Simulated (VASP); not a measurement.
# TiO2 (I4_1/amd) in VASP: vibrations by perturbation theory with LDA

Aim: the vibrations by perturbation theory of TiO2 with LDA.

All numbers are computed with VASP 6.6.1; they aren't measurements. Logs are shortened: lines on timing, memory, paths and dates and some standing lists are left out, and cuts for length are marked.

### Step 1. The cell of the first run

Symmetry: I4_1/amd, No. 141, tetragonal system. The conventional cell has a = 3.702 Å, b = 3.702 Å, c = 9.360 Å, α = 90.00°, β = 90.00°, γ = 90.00°. Within 2.5 Å of Ti (site symmetry -4m2) lie 6 O at 1.89 to 1.96 Å. O (site symmetry 2mm) has 3 Ti at 1.89 to 1.96 Å and 2 O at 2.43 Å within 2.5 Å.

### Step 2. Vibrations by perturbation theory, LDA (10.69 Å³/atom)

File INCAR:

```
SYSTEM = TiO2
  ALGO = Normal
  EDIFF = 1E-8
  ENCUT = 520
  GGA = CA
  IBRION = 8
  ISIF = 2
  ISMEAR = 0
  LASPH = .TRUE.
  LCHARG = .FALSE.
  LREAL = .FALSE.
  LWAVE = .FALSE.
  NBANDS = 33
  NELM = 100
  NSW = 1
  PREC = Accurate
  SIGMA = 0.01
```

File KPOINTS:

```
k-points
0
G
  8 8 8
  0 0 0
```

File POSCAR:

```
TiO2
1.0
   -1.8507751984      1.8507751984      4.6800801091
    1.8507751984     -1.8507751984      4.6800801091
    1.8507751984      1.8507751984     -4.6800801091
Ti O
2 4
Direct
    0.0000000000      0.0000000000      0.0000000000
    0.7500000000      0.2500000000      0.5000000000
    0.2091125493      0.2091125493      0.0000000000
    0.9591125493      0.4591125493      0.5000000000
    0.5408874507      0.0408874507      0.5000000000
    0.7908874507      0.7908874507      0.0000000000
```

Potentials or basis: VASP PAW LDA potentials, release 64 (Ti_sv, O).

Run with:

```
$ cat potpaw_LDA.64/Ti_sv/POTCAR potpaw_LDA.64/O/POTCAR > POTCAR
$ mpirun -np 1 vasp_std > vasp.out
```

OUTCAR:

```text
SYSTEM = TiO2
   EDIFF = 1E-8
   ENCUT = 520
   GGA = CA
   IBRION = 8
   ISIF = 2
   ISMEAR = 0
   LASPH = .TRUE.
   LREAL = .FALSE.
   NELM = 100
   NSW = 1
   PREC = Accurate

 ion  position               nearest neighbor table
   1  0.000  0.000  0.000-   5 1.89   4 1.89   5 1.89   4 1.89   3 1.96   6 1.96
   2  0.750  0.250  0.500-   6 1.89   3 1.89   6 1.89   3 1.89   4 1.96   5 1.96
   3  0.209  0.209  0.000-   2 1.89   2 1.89   1 1.96
   4  0.959  0.459  0.500-   1 1.89   1 1.89   2 1.96
   5  0.541  0.041  0.500-   1 1.89   1 1.89   2 1.96
   6  0.791  0.791  0.000-   2 1.89   2 1.89   1 1.96

  LATTYP: Found a body centered tetragonal cell.
 ALAT       =     3.7015503968
 C/A-ratio  =     2.5287134349

  Lattice vectors:

 A1 = (  -1.8507751984,   1.8507751984,   4.6800801091)
 A2 = (   1.8507751984,  -1.8507751984,   4.6800801091)
 A3 = (   1.8507751984,   1.8507751984,  -4.6800801091)

Analysis of symmetry for initial positions (statically):
=====================================================================
 Subroutine PRICEL returns:
 Original cell was already a primitive cell.

 Routine SETGRP: Setting up the symmetry group for a
 body centered tetragonal supercell.

 Subroutine GETGRP returns: Found 16 space group operations
 (whereof  8 operations were pure point group operations)
 out of a pool of 16 trial point group operations.

The static configuration has the point symmetry D_2d.
 The point group associated with its full space group is D_4h.

Analysis of symmetry for dynamics (positions and initial velocities):
=====================================================================
 Subroutine PRICEL returns:
 Original cell was already a primitive cell.

 Routine SETGRP: Setting up the symmetry group for a
 body centered tetragonal supercell.

 Subroutine GETGRP returns: Found 16 space group operations
 (whereof  8 operations were pure point group operations)
 out of a pool of 16 trial point group operations.

The dynamic configuration has the point symmetry D_2d.
 The point group associated with its full space group is D_4h.

 Subroutine INISYM returns: Found 16 space group operations
 (whereof  8 operations are pure point group operations),
[... 1043 lines left out ...]
     1.850775198 -1.850775198  4.680080109     0.270157067  0.000000000  0.106835778
     1.850775198  1.850775198 -4.680080109     0.270157067  0.270157067  0.000000000

 POSITION                                       TOTAL-FORCE (eV/Angst)
 -----------------------------------------------------------------------------------
      0.00000      0.00000      0.00000        -0.000000     -0.000000     -0.000000
      0.00000      1.85078      2.34004        -0.000000     -0.000000     -0.000000
      0.00000      0.00000      1.95733        -0.000000     -0.000000      0.034318
     -0.00000      1.85078      4.29737         0.000000      0.000000      0.034318
      0.00000      1.85078      0.38271         0.000000      0.000000     -0.034318
      0.00000      0.00000      7.40283         0.000000      0.000000     -0.034318
 -----------------------------------------------------------------------------------
    total drift:                                0.000000      0.000000     -0.000000

  FREE ENERGIE OF THE ION-ELECTRON SYSTEM (eV)
  ---------------------------------------------------
  free  energy   TOTEN  =       -58.7740979047 eV

  energy  without entropy=      -58.7740979047  energy(sigma->0) =      -58.77409790

[... ionic steps 2 to 9 ...]

--------------------------------------- Ionic step       10  -------------------------------------------

------------------------ aborting loop because EDIFF is reached ----------------------------------------

--------------------------------------- Ionic step       11  -------------------------------------------

------------------------ aborting loop because EDIFF is reached ----------------------------------------

--------------------------------------- Ionic step       12  -------------------------------------------

 Free energy of the ion-electron system (eV)
  ---------------------------------------------------
  ---------------------------------------------------
  free energy    TOTEN  =        -0.37055082 eV

  energy without entropy =       -0.37055082

------------------------ aborting loop because EDIFF is reached ----------------------------------------

 INTERNAL STRAIN TENSOR  FOR ION    3  DIRECTION 3   (eV/Angst):
 -----------------------------------------------------------------------------
     0.35329  0.00000  0.00000
     0.00000  3.55570  0.00000
     0.00000  0.00000-21.74132

 INTERNAL STRAIN TENSOR FOR ION    6 for displacements in x,y,z  (eV/Angst):
          X           Y           Z          XY          YZ          ZX
  --------------------------------------------------------------------------------
  x     0.00000     0.00000     0.00000     0.00000     0.00000     6.58607
  y     0.00000     0.00000     0.00000     0.00000    -1.47336     0.00000
  z    -3.55570    -0.35329    21.74132     0.00000     0.00000     0.00000

 SECOND DERIVATIVES (NOT SYMMETRIZED)
 ------------------------------------
               1X          1Y          1Z          2X          2Y          2Z          3X          3Y          3Z          4X          4Y          4Z          5X          5Y          5Z          6X          6Y          6Z
  1X    -7.553448    0.000000    0.000000   -0.324554    0.000000    0.000000    0.493838    0.000000    0.000000    7.033381    0.000000    0.000000   -0.449255    0.000000    0.000000    0.800037    0.000000    0.000000
  1Y     0.000000   -7.553448    0.000000    0.000000   -0.324554    0.000000    0.000000    0.800037    0.000000    0.000000   -0.449255    0.000000    0.000000    7.033381    0.000000    0.000000    0.493838    0.000000
  1Z     0.000000    0.000000  -19.125993    0.000000    0.000000    9.246638    0.000000    0.000000    2.928741    0.000000    0.000000    2.010937    0.000000    0.000000    2.010937    0.000000    0.000000    2.928741
  2X    -0.324554    0.000000    0.000000   -7.553448    0.000000    0.000000   -0.449255    0.000000    0.000000    0.800037    0.000000    0.000000    0.493838    0.000000    0.000000    7.033381    0.000000    0.000000
  2Y     0.000000   -0.324554    0.000000    0.000000   -7.553448    0.000000    0.000000    7.033381    0.000000    0.000000    0.493838    0.000000    0.000000    0.800037    0.000000    0.000000   -0.449255    0.000000
  2Z     0.000000    0.000000    9.246638    0.000000    0.000000  -19.125993    0.000000    0.000000    2.010937    0.000000    0.000000    2.928741    0.000000    0.000000    2.928741    0.000000    0.000000    2.010937
  3X     0.494763    0.000000    0.000000   -0.457625    0.000000    0.000000   -2.943804    0.000000    0.000000    0.671600    0.000000    0.000000   -1.418332    0.000000    0.000000    3.653398    0.000000    0.000000
  3Y     0.000000    0.796868    0.000000    0.000000    7.030928    0.000000    0.000000  -19.626972    0.000000    0.000000    0.678871    0.000000    0.000000    7.466089    0.000000    0.000000    3.654216    0.000000
  3Z     0.000000    0.000000    2.968025    0.000000    0.000000    1.974352    0.000000    0.000000  -14.307488    0.000000    0.000000    3.117389    0.000000    0.000000    2.482745    0.000000    0.000000    3.764976
  4X     7.030928    0.000000    0.000000    0.796868    0.000000    0.000000    0.678871    0.000000    0.000000  -19.626972    0.000000    0.000000    3.654216    0.000000    0.000000    7.466089    0.000000    0.000000
  4Y     0.000000   -0.457625    0.000000    0.000000    0.494763    0.000000    0.000000    0.671600    0.000000    0.000000   -2.943804    0.000000    0.000000    3.653398    0.000000    0.000000   -1.418332    0.000000
  4Z     0.000000    0.000000    1.974352    0.000000    0.000000    2.968025    0.000000   -0.000000    3.117389    0.000000    0.000000  -14.307488    0.000000   -0.000000    3.764976    0.000000    0.000000    2.482745
  5X    -0.457625    0.000000    0.000000    0.494763    0.000000    0.000000   -1.418332    0.000000    0.000000    3.653398    0.000000    0.000000   -2.943804    0.000000    0.000000    0.671600    0.000000    0.000000
  5Y     0.000000    7.030928    0.000000    0.000000    0.796868    0.000000    0.000000    7.466089    0.000000    0.000000    3.654216    0.000000    0.000000  -19.626972    0.000000    0.000000    0.678871    0.000000
  5Z     0.000000    0.000000    1.974352    0.000000    0.000000    2.968025    0.000000    0.000000    2.482745    0.000000    0.000000    3.764976    0.000000    0.000000  -14.307488    0.000000    0.000000    3.117389
  6X     0.796868    0.000000    0.000000    7.030928    0.000000    0.000000    3.654216    0.000000    0.000000    7.466089    0.000000    0.000000    0.678871    0.000000    0.000000  -19.626972    0.000000    0.000000
  6Y     0.000000    0.494763    0.000000    0.000000   -0.457625    0.000000    0.000000    3.653398    0.000000    0.000000   -1.418332    0.000000    0.000000    0.671600    0.000000    0.000000   -2.943804    0.000000
  6Z     0.000000    0.000000    2.968025    0.000000    0.000000    1.974352    0.000000   -0.000000    3.764976    0.000000    0.000000    2.482745    0.000000   -0.000000    3.117389    0.000000    0.000000  -14.307488

 Eigenvectors and eigenvalues of the dynamical matrix
 ----------------------------------------------------

   1 f  =   20.664290 THz   129.837560 2PiTHz  689.286504 cm-1    85.460596 meV
             X         Y         Z           dx          dy          dz
      0.000000  0.000000  0.000000    -0.095087    0.030449    0.000000
      0.000000  1.850775  2.340040     0.095087   -0.030449   -0.000000
      0.000000  0.000000  1.957327     0.076607    0.212069    0.000000
     -0.000000  1.850775  4.297367     0.662260    0.024531    0.000000
      0.000000  1.850775  0.382713    -0.076607   -0.212069    0.000000
      0.000000  0.000000  7.402833    -0.662260   -0.024531    0.000000
[... 145 lines left out ...]
  18 f/i=    0.007651 THz     0.048074 2PiTHz    0.255218 cm-1     0.031643 meV
             X         Y         Z           dx          dy          dz
      0.000000  0.000000  0.000000     0.380647    0.392934    0.000000
      0.000000  1.850775  2.340040     0.380647    0.392934    0.000000
      0.000000  0.000000  1.957327     0.220613    0.227331    0.000000
     -0.000000  1.850775  4.297367     0.220223    0.227734    0.000000
      0.000000  1.850775  0.382713     0.220613    0.227331    0.000000
      0.000000  0.000000  7.402833     0.220223    0.227734    0.000000

--------------------------------------------------------------------------------------------------------

 ELASTIC MODULI CONTR FROM IONIC RELAXATION (kBar)
 Direction    XX          YY          ZZ          XY          YZ          ZX
 --------------------------------------------------------------------------------
 XX       -1396.0645   1352.2764    243.5441      0.0000     -0.0000     -0.0000
 YY        1352.2764  -1396.0645    243.5441      0.0000     -0.0000     -0.0000
 ZZ         243.5441    243.5441  -2709.1293      0.0000      0.0000      0.0000
 XY           0.0000      0.0000      0.0000      0.0000      0.0000      0.0000
 YZ          -0.0000     -0.0000      0.0000      0.0000   -711.3055     -0.0000
 ZX          -0.0000     -0.0000      0.0000      0.0000     -0.0000   -854.1957
 --------------------------------------------------------------------------------
```

It took 2.2 h on 1 thread of Oxide Virtual Turin-like, shared host; peak memory 0.67 GiB.

What came out:

```
Highest phonon frequency at Γ, LO-TO splitting left out : 689 cm⁻¹
```

Phonon frequencies in cm⁻¹ (negative: imaginary):
```csv
q point,frequencies
"(0.000, 0.000, 0.000)",0 0 0 140 140 181 181 251 251 374 400 512 512 525 544 564 689 689
```

Caveat: the cell stands under pressure or tension, which shifts response properties.
